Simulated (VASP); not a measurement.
A run of VASP 6.6.1:

INCAR

```
  PREC = Accurate
  ENCUT = 600
  EDIFF = 1E-6
  ISMEAR = 0
  SIGMA = 0.02
  LREAL = False
  LASPH = True
  NELM = 120
  ALGO = Normal
  ISIF = 2
  LWAVE = False
  LCHARG = False
  GGA = PE
  NBANDS = 25
  GGA_COMPAT = False
```

KPOINTS

```
Automatic mesh
0
Gamma
  4 4 6
```

File POSCAR:

```
MgF2
1.0
    4.6250000000      0.0000000000      0.0000000000
    0.0000000000      4.6250000000      0.0000000000
    0.0000000000      0.0000000000      3.0214800000
Mg F
2 4
Direct
    0.0000000000      0.0000000000      0.0000000000
    0.5000000000      0.5000000000      0.5000000000
    0.3030000000      0.3030000000      0.0000000000
    0.1970000000      0.8030000000      0.5000000000
    0.6970000000      0.6970000000      0.0000000000
    0.8030000000      0.1970000000      0.5000000000
```

Potentials or basis: VASP PAW PBE potentials, release 64 (Mg, F).

Command:

```sh
$ cat potpaw_PBE.64/Mg/POTCAR potpaw_PBE.64/F/POTCAR > POTCAR
$ mpirun -np 1 vasp_std > vasp.out
```

Hardware: 1 thread of AMD EPYC 7R13, with other jobs on the host.

Q: Estimate the wall time of this run.

A: It took 46 s on 1 thread of AMD EPYC 7R13, on a shared host, peak memory 0.17 GiB. Counts: scf iterations 11, k points 24.
